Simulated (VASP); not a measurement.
# Ir (Immm) in VASP: a series of runs

Ir is run at these levels: LDA; tasks: single point.

Program: VASP 6.6.1. These are calculated values, not measurements. Logs are shortened: lines on timing, memory, paths and dates and some standing lists are left out, and cuts for length are marked.

### 1 The cell of the first run

Symmetry: Immm, No. 71, orthorhombic system. Conventional cell: a = 2.695 Å, b = 2.735 Å, c = 3.839 Å, α = 90.00°, β = 90.00°, γ = 90.00°. Within 3.6 Å of Ir (site symmetry mmm) lie 12 Ir at 2.69 to 2.74 Å.

### 2 Single point, LDA (strain +0.0150 x Voigt [0, 0, 0, 0, 0, 1])

INCAR reads:

```
ALGO     = Normal         # electronic algorithm
EDIFF    = 1E-6           # SCF threshold, eV
ENCUT    = 560            # plane-wave cutoff, eV
GGA_COMPAT= F            
ISIF     = 2              # what is computed and relaxed
ISMEAR   = 0              # smearing method
LASPH    = T              # aspherical terms in the spheres
LCHARG   = F              # write CHGCAR
LREAL    = F              # projectors in reciprocal space
LWAVE    = F              # write WAVECAR
NBANDS   = 14             # bands
NELM     = 120            # most SCF steps
PREC     = Accurate       # precision mode
SIGMA    = 0.15           # smearing width, eV
```

KPOINTS reads:

```
k-points
0
Gamma
  22 22 22
```

POSCAR reads:

```
Ir
1.0
    0.0143977500      1.9197000000      1.9197000000
    1.9197000000      0.0143977500      1.9197000000
    1.9340977500      1.9340977500      0.0000000000
Ir
1
Direct
    0.0000000000      0.0000000000      0.0000000000
```

Potentials or basis: VASP PAW LDA potentials, release 64 (Ir_sv_GW).

Run with:

```bash
> cat potpaw_LDA.64/Ir_sv_GW/POTCAR > POTCAR
> mpirun -np 1 vasp_std > vasp.out
```

OUTCAR:

```text
EDIFF = 1E-6
   ENCUT = 560
   ISIF = 2
   ISMEAR = 0
   LASPH = T
   LREAL = F
   NELM = 120
   PREC = Accurate

 ion  position               nearest neighbor table
   1  0.000  0.000  0.000-

  LATTYP: Found a body centered orthorhombic cell.
 ALAT       =     2.6945042824
 B/A-ratio  =     1.0151133501
 C/A-ratio  =     1.4249003147

  Lattice vectors:

 A1 = (   1.9197000000,   0.0143977500,  -1.9197000000)
 A2 = (  -1.9197000000,  -0.0143977500,  -1.9197000000)
 A3 = (   0.0143977500,   1.9197000000,   1.9197000000)

Analysis of symmetry for initial positions (statically):
=====================================================================
 Subroutine PRICEL returns:
 Original cell was already a primitive cell.

 Routine SETGRP: Setting up the symmetry group for a
 body centered orthorhombic supercell.

 Subroutine GETGRP returns: Found  8 space group operations
 (whereof  8 operations were pure point group operations)
 out of a pool of  8 trial point group operations.

The static configuration has the point symmetry D_2h.

Analysis of symmetry for dynamics (positions and initial velocities):
=====================================================================
 Subroutine PRICEL returns:
 Original cell was already a primitive cell.

 Routine SETGRP: Setting up the symmetry group for a
 body centered orthorhombic supercell.

 Subroutine GETGRP returns: Found  8 space group operations
 (whereof  8 operations were pure point group operations)
 out of a pool of  8 trial point group operations.

The dynamic configuration has the point symmetry D_2h.

 Subroutine INISYM returns: Found  8 space group operations
 (whereof  8 operations are pure point group operations),
 and found     1 'primitive' translations

----------------------------------------------------------------------------------------

                                     Primitive cell

  volume of cell :      14.1483

  direct lattice vectors                    reciprocal lattice vectors
     0.014397750  1.919700000  1.919700000    -0.262425555  0.262425555  0.260457363
     1.919700000  0.014397750  1.919700000     0.262425555 -0.262425555  0.260457363
     1.934097750  1.934097750  0.000000000     0.258518475  0.258518475 -0.260457363

  length of vectors
     2.714903953  2.714903953  2.735227269     0.453400906  0.453400906  0.448889342

  position of ions in fractional coordinates (direct lattice)
     0.000000000  0.000000000  0.000000000

  ion indices of the primitive-cell ions
   primitive index   ion index
                 1           1

----------------------------------------------------------------------------------------

 KPOINTS: k-points

Automatic generation of k-mesh.
 Grid dimensions read from file:
 generate k-points for:   22   22   22

 Generating k-lattice:

  Cartesian coordinates                     Fractional coordinates (reciprocal lattice)
    -0.011928434  0.011928434  0.011838971     0.045454545  0.000000000  0.000000000
     0.011928434 -0.011928434  0.011838971     0.000000000  0.045454545  0.000000000
     0.011750840  0.011750840 -0.011838971     0.000000000  0.000000000  0.045454545

  Length of vectors
     0.020609132  0.020609132  0.020404061

  Shift w.r.t. Gamma in fractional coordinates (k-lattice)
     0.000000000  0.000000000  0.000000000

 Subroutine IBZKPT returns following result:
 ===========================================

 Found   1530 irreducible k-points:

 Following reciprocal coordinates:
            Coordinates               Weight
  0.000000  0.000000  0.000000      1.000000
  0.045455  0.000000  0.000000      4.000000
  0.090909  0.000000  0.000000      4.000000
  0.136364  0.000000  0.000000      4.000000
  0.181818  0.000000  0.000000      4.000000
  0.227273  0.000000  0.000000      4.000000
[... 16 lines left out ...]
  0.500000  0.045455  0.000000      4.000000
 -0.454545  0.045455  0.000000      4.000000
 [... further k-points ...]
   k-points           NKPTS =   1530   k-points in BZ     NKDIM =   1530   number of bands    NBANDS=     14
   number of dos      NEDOS =    301   number of ions     NIONS =      1
   total plane-waves  NPLWV =  13824
   dimension x,y,z NGX =    24 NGY =   24 NGZ =   24
   dimension x,y,z NGXF=    48 NGYF=   48 NGZF=   48
   ions per type =               1
   NGX,Y,Z   is equivalent  to a cutoff of  14.70, 14.70, 14.59 a.u.
   NGXF,Y,Z  is equivalent  to a cutoff of  29.39, 29.39, 29.17 a.u.
 SYSTEM =  unknown system
   PREC   = accura    normal or accurate (medium, high low for compatibility)
   ISTART =      0    job   : 0-new  1-cont  2-samecut
   ICHARG =      2    charge: 1-file 2-atom 10-const
   ISPIN  =      1    spin polarized calculation?
   LNONCOLLINEAR =      F non collinear calculations
   LSORBIT =      F    spin-orbit coupling
   LASPH  =      T    aspherical Exc in radial PAW
   ENCUT  =  560.0 eV  41.16 Ry    6.42 a.u.   5.24  5.24  5.28*2*pi/ulx,y,z
   NELM   =    120;   NELMIN=  2; NELMDL= -5     # of ELM steps
   EDIFF  = 0.1E-05   stopping-criterion for ELM
   LREAL  =      F    real-space projection
   EDIFFG = 0.1E-04   stopping-criterion for IOM
   NSW    =      0    number of steps for IOM
   IBRION =     -1    ionic relax: 0-MD 1-quasi-New 2-CG
   NFREE  =      0    steps in history (QN), initial steepest desc. (CG)
   ISIF   =      2    stress and relaxation
   ISYM   =      2    0-nonsym 1-usesym 2-fastsym
   POTIM  = 0.5000    time-step for ionic-motion
   TEBEG  =    0.0;   TEEND  =   0.0 temperature during run
   PSTRESS=    0.0 pullay stress
   NELECT =      17.0000    total number of electrons
   NUPDOWN=      -1.0000    fix difference up-down
   EMIN   =  10.00;   EMAX   =-10.00  energy-range for DOS
   EFERMI =   0.00;   METHOD = LEGACY
   ISMEAR =     0;   SIGMA  =   0.15  broadening in eV -4-tet -1-fermi 0-gaus
   EFERMI_NEDOS =   21; number of points for ismear=-14 and -15
   IALGO  =     38    algorithm
   IMIX   =      4    mixing-type and parameters
     AMIX     =   0.40;   BMIX     =  1.00
     AMIX_MAG =   1.60;   BMIX_MAG =  1.00
  volume/ion in A,a.u.               =      14.15        95.48
  Fermi-wavevector in a.u.,A,eV,Ry     =   1.740427  3.288931 41.213239  3.029088
  Thomas-Fermi vector in A             =   2.813079
   LORBIT       =      0    0 simple, 1 ext, 2 COOP (PROOUT), +10 PAW based schemes
   GGA     = CA    functional components
   LHFCALC =     F    Hartree Fock is set to
   AEXX    =    0.0000 exact exchange contribution
   IVDW    =     0    specifies the selected vdW correction
   LEPSILON=     F    determine dielectric tensor
   LRPA    =     F    only Hartree local field effects (RPA)
 non-spin polarized calculation
 Gauss-broadening in eV      SIGMA  =   0.15
  energy-cutoff  :      560.00
  volume of cell :       14.15
 maximum number of plane-waves:       444
 NGX is ok and might be reduce to    24
   NGX = 11   NGY = 11   NGZ = 11

 number of electron      17.0000000 magnetization

 Free energy of the ion-electron system (eV)
  ---------------------------------------------------
  ext. energy  EPLUGINS =         0.00000000
  ---------------------------------------------------
  free energy    TOTEN  =       -10.89937078 eV

  energy without entropy =      -10.88707132  energy(sigma->0) =      -10.89322105

 E-fermi :  12.6264     XC(G=0): -14.7838

 val. band max:       12.6253506326   @ k =  -0.0909   0.3636   0.2727
 cond. band min:      12.6283935326   @ k =   0.3182   0.1364   0.0000
 fundamental gap:      0.0030429001
 Fermi energy:        12.6263873567

 k-point     1 :       0.0000    0.0000    0.0000
  band No.  band energies     occupation
      1     -79.8872      2.00000
      2     -36.5562      2.00000
      3     -36.5502      2.00000
      4     -36.5438      2.00000
      5       1.5667      2.00000
      6       8.6305      2.00000
      7       8.7385      2.00000
      8       8.8649      2.00000
      9      11.4705      2.00000
     10      11.4722      2.00000
     11      26.3027      0.00000
     12      31.5459      0.00000
     13      31.7788      0.00000
     14      32.0119      0.00000

 k-point     2 :       0.0455    0.0000    0.0000
  band No.  band energies     occupation
      1     -79.8858      2.00000
      2     -36.5637      2.00000
      3     -36.5584      2.00000
      4     -36.5500      2.00000
      5       1.6611      2.00000
      6       8.6718      2.00000
      7       8.7348      2.00000
      8       8.8600      2.00000
      9      11.4400      2.00000
     10      11.4424      2.00000
     11      26.4694      0.00000
     12      31.4542      0.00000
     13      31.7063      0.00000
     14      32.0307      0.00000

 k-point     3 :       0.0909    0.0000    0.0000
  band No.  band energies     occupation
      1     -79.8823      2.00000
      2     -36.6140      2.00000
      3     -36.5657      2.00000
      4     -36.5580      2.00000
      5       1.9375      2.00000
      6       8.6196      2.00000
      7       8.7860      2.00000
      8       8.9550      2.00000
      9      11.3633      2.00000
     10      11.3672      2.00000
     11      26.9420      0.00000
     12      30.4448      0.00000
     13      32.1784      0.00000
     14      32.4750      0.00000

 k-point     4 :       0.1364    0.0000    0.0000
  band No.  band energies     occupation
      1     -79.8760      2.00000
      2     -36.6921      2.00000
      3     -36.5763      2.00000
      4     -36.5697      2.00000
      5       2.3746      2.00000
      6       8.4349      2.00000
      7       8.9406      2.00000
      8       9.1189      2.00000
      9      11.2858      2.00000
     10      11.2918      2.00000
     11      27.6144      0.00000
     12      29.2997      0.00000
     13      32.9363      0.00000
     14      33.2102      0.00000

 k-point     5 :       0.1818    0.0000    0.0000
  band No.  band energies     occupation
      1     -79.8673      2.00000
      2     -36.7913      2.00000
      3     -36.5897      2.00000
      4     -36.5843      2.00000
      5       2.9296      2.00000
      6       8.2694      2.00000
      7       9.0749      2.00000
      8       9.2669      2.00000
      9      11.2833      2.00000
     10      11.2945      2.00000
     11      27.7964      0.00000
[... 276 lines left out ...]
 k-point    22 :       0.4545    0.0455    0.0000
  band No.  band energies     occupation
      1     -79.8203      2.00000
      2     -37.3271      2.00000
      3     -36.6740      2.00000
      4     -36.6727      2.00000
      5       4.6557      2.00000
      6       8.6684      2.00000
      7       8.6971      2.00000
      8      11.0857      2.00000
      9      13.4572      0.00000
     10      13.6793      0.00000
     11      20.8065      0.00000
     12      26.3025      0.00000
     13      31.6444      0.00000
     14      32.3265      0.00000

 k-point    23 :       0.5000    0.0455    0.0000
  band No.  band energies     occupation
      1     -79.8179      2.00000
      2     -37.3536      2.00000
      3     -36.6810      2.00000
      4     -36.6734      2.00000
      5       4.6470      2.00000
      6       8.6110      2.00000
      7       8.6594      2.00000
      8      11.5762      2.00000
      9      13.5281      0.00000
     10      14.0656      0.00000
     11      20.0633      0.00000
     12      26.0918      0.00000
     13      31.4598      0.00000
     14      31.7238      0.00000

 k-point    24 :      -0.4545    0.0455    0.0000
  band No.  band energies     occupation
      1     -79.8183      2.00000
      2     -37.3494      2.00000
      3     -36.6830      2.00000
      4     -36.6695      2.00000
      5       4.6499      2.00000
      6       8.6096      2.00000
      7       8.6816      2.00000
      8      11.4772      2.00000
      9      13.3839      0.00000
     10      14.1135      0.00000
     11      20.2215      0.00000
     12      26.1300      0.00000
     13      31.5850      0.00000
     14      31.7539      0.00000

 [... further k-points ...]
[... 5 lines left out ...]
  --------------------------------------------------------------------------------------
  -------------------------------------------------------------------------------------
  Total       -0.7632678     -0.7632678     -0.7779231     -0.3546110      0.0000000      0.0000000
  in kB      -86.4334572    -86.4334572    -88.0930430    -40.1566154      0.0000000      0.0000000
  external PRESSURE =     -86.9866525 kB  Pullay stress =       0.0000000 kB

 VOLUME and BASIS-vectors are now :
 -----------------------------------------------------------------------------
  energy-cutoff  :      560.00
  volume of cell :       14.15
      direct lattice vectors                 reciprocal lattice vectors
     0.014397750  1.919700000  1.919700000    -0.262425555  0.262425555  0.260457363
     1.919700000  0.014397750  1.919700000     0.262425555 -0.262425555  0.260457363
     1.934097750  1.934097750  0.000000000     0.258518475  0.258518475 -0.260457363

 POSITION                                       TOTAL-FORCE (eV/Angst)
 -----------------------------------------------------------------------------------
      0.00000      0.00000      0.00000         0.000000     -0.000000      0.000000
 -----------------------------------------------------------------------------------
    total drift:                               -0.000000     -0.000000      0.000000

  FREE ENERGIE OF THE ION-ELECTRON SYSTEM (eV)
  ---------------------------------------------------
  free  energy   TOTEN  =       -10.8993707777 eV

  energy  without entropy=      -10.8870713155  energy(sigma->0) =      -10.89322105
```

Wall time 3.6 min (1 thread of Intel Xeon Platinum 8259CL at 2.50GHz (Skylake/Cascade Lake), shared host); peak memory 0.45 GiB.

Results:

```
Free energy            : -10.8994 eV
Pressure               : -8.7 GPa
Band gap on the k mesh : zero (an odd number of electrons rules out a gap without spin polarisation)
```

Levels at points of the mesh, in eV from the Fermi level:
| k point | band 4 | band 5 | band 6 | band 7 | band 8 | band 9 | band 10 | band 11 | band 12 | band 13 |
| --- | --- | --- | --- | --- | --- | --- | --- | --- | --- | --- |
| (0.00, 0.00, 0.00) | -49.17 | -11.06 | -4.00 | -3.89 | -3.76 | -1.16 | -1.15 | 13.68 | 18.92 | 19.15 |
| (0.50, 0.00, 0.00) | -49.30 | -8.06 | -4.09 | -3.89 | -0.60 | 0.89 | 1.02 | 7.43 | 13.28 | 18.90 |
| (0.50, 0.50, 0.00) | -49.46 | -7.88 | -7.33 | 0.92 | 1.50 | 1.51 | 1.76 | 10.57 | 11.24 | 11.80 |
| (0.00, 0.00, 0.50) | -49.28 | -8.09 | -4.06 | -3.85 | -0.75 | 0.85 | 0.97 | 7.20 | 13.40 | 19.10 |
| (0.50, 0.00, 0.50) | -49.47 | -7.88 | -7.33 | 0.91 | 1.50 | 1.52 | 1.77 | 10.57 | 11.52 | 11.52 |

Caveat: the cell differs from its parent crystal (strain +0.0150 x Voigt [0, 0, 0, 0, 0, 1]); the cell stands under tension; spin-orbit coupling is left out, which moves the levels of the heavy elements.

### 3 Single point, LDA (strain +0.0125 x Voigt [0, 0, 0, 0, 0, 1])

INCAR reads:

```
PREC = Accurate
ENCUT = 560
EDIFF = 1E-6
ISMEAR = 0
SIGMA = 0.15
LREAL = False
LASPH = True
NELM = 120
ALGO = Normal
ISIF = 2
LWAVE = False
LCHARG = True
GGA = CA
LELF = True
LVHAR = True
NBANDS = 14
GGA_COMPAT = False
```

KPOINTS reads:

```
Automatic mesh
0
Gamma
  22 22 22
```

POSCAR reads:

```
Ir
1.0
    0.0119981250      1.9197000000      1.9197000000
    1.9197000000      0.0119981250      1.9197000000
    1.9316981250      1.9316981250      0.0000000000
Ir
1
Direct
    0.0000000000      0.0000000000      0.0000000000
```

Potentials or basis: VASP PAW LDA potentials, release 64 (Ir_sv_GW).

Run with:

```bash
> cat potpaw_LDA.64/Ir_sv_GW/POTCAR > POTCAR
> mpirun -np 1 vasp_std > vasp.out
```

Run time: 1.7 min. Hardware: 1 thread of Intel Xeon 6975P-C (Granite Rapids), shared host; peak memory 0.44 GiB.

It converged, with:

| Property | Result |
| --- | --- |
| Free energy | -10.9002 eV |
| Pressure | -8.7 GPa |
| Band gap on the k mesh | zero (an odd number of electrons rules out a gap without spin polarisation) |

Stress tensor (GPa, compression positive):
```
-8.70 -3.35  0.00
-3.35 -8.70  0.00
 0.00  0.00 -8.81
```

Levels at points of the mesh, in eV from the Fermi level:
```csv
k point,band 4,band 5,band 6,band 7,band 8,band 9,band 10,band 11,band 12,band 13
"(0.00, 0.00, 0.00)",-49.17,-11.06,-3.98,-3.89,-3.78,-1.16,-1.16,13.68,18.96,19.15
"(0.50, 0.00, 0.00)",-49.30,-8.06,-4.07,-3.90,-0.61,0.90,1.00,7.41,13.29,18.94
"(0.50, 0.50, 0.00)",-49.46,-7.88,-7.33,0.92,1.50,1.51,1.76,10.57,11.29,11.75
"(0.00, 0.00, 0.50)",-49.28,-8.09,-4.04,-3.87,-0.74,0.86,0.97,7.22,13.39,19.10
"(0.50, 0.00, 0.50)",-49.47,-7.88,-7.33,0.91,1.51,1.51,1.77,10.57,11.52,11.52
```

Caveat: the cell differs from its parent crystal (strain +0.0125 x Voigt [0, 0, 0, 0, 0, 1]); the cell stands under tension; spin-orbit coupling is left out, which moves the levels of the heavy elements.

[end of part 1 of 3]
